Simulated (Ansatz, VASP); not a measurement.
# Two plane-wave programs on HfPb3

The input INCAR:

```
  PREC = Accurate
  ENCUT = 520
  EDIFF = 1E-6
  ISMEAR = 0
  SIGMA = 0.05
  LREAL = F
  LASPH = T
  NELM = 60
  ALGO = Fast
  ISIF = 2
  LWAVE = F
  LCHARG = F
  GGA = PS
  NBANDS = 34
```

File KPOINTS:

```
regular mesh
0
Gamma
  8 8 8
```

Contents of POSCAR:

```
HfPb3
1.0
    4.7042639545      0.0000000000      0.0000000000
    0.0000000000      4.7042639545      0.0000000000
    0.0000000000      0.0000000000      4.6101786754
Hf Pb
1 3
Direct
    0.0000000000      0.0000000000      0.0000000000
    0.0000000000      0.5000000000      0.5000000000
    0.5000000000      0.5000000000      0.0000000000
    0.5000000000      0.0000000000      0.5000000000
```

Input for Ansatz:

```yaml
crystal:
  lattice:
    - [4.7042639545, 0.0, 0.0]
    - [0.0, 4.7042639545, 0.0]
    - [0.0, 0.0, 4.6101786754]
  atoms:
    - { symbol: Hf, position: [0.0, 0.0, 0.0] }
    - { symbol: Pb, position: [0.0, 0.5, 0.5] }
    - { symbol: Pb, position: [0.5, 0.5, 0.0] }
    - { symbol: Pb, position: [0.5, 0.0, 0.5] }
basis:
  ecutwfc: 420
  ecutrho_ratio: 4
kpoints:
  mp_grid: { grid: [8, 8, 8] }
hamiltonian:
  xc: pbesol
scf:
  occupations: { method: gaussian, width: 0.05 }
output:
  forces: true
  stress: true
  eigenvalues: true
```

Change from the starting cell: strain e3 = -0.02, atoms carried along.

Alike in both runs: task single point; functional PBEsol; k mesh 8 × 8 × 8; occupations gaussian, width 0.05 eV; no spin polarisation.

|  | VASP | Ansatz |
| --- | --- | --- |
| version | VASP 6.6.1 | Ansatz 0.2.0 |
| potentials or method | VASP PAW PBE potentials, release 64 (Hf_pv, Pb_d), cutoff 520 eV | scalar-relativistic, plane waves, PAW |
| valence electrons in the cell | 52 | 68 |

VASP gave:

```
gap on the k mesh at the Fermi level (eV) : none
pressure (GPa)                            : 1.3
```

**Question.** Which values does Ansatz return?

**Answer.** gap on the k mesh at the Fermi level (eV): none; pressure (GPa): 1.5.

VASP's potentials were made for PBE, not for PBEsol. A gap of «none» marks a metal or a gap that the smearing closes. VASP's potentials hold 52 valence electrons a cell and Ansatz's 68, so a difference there can come from the potentials and not from the codes.

Neither program's run includes spin-orbit coupling.
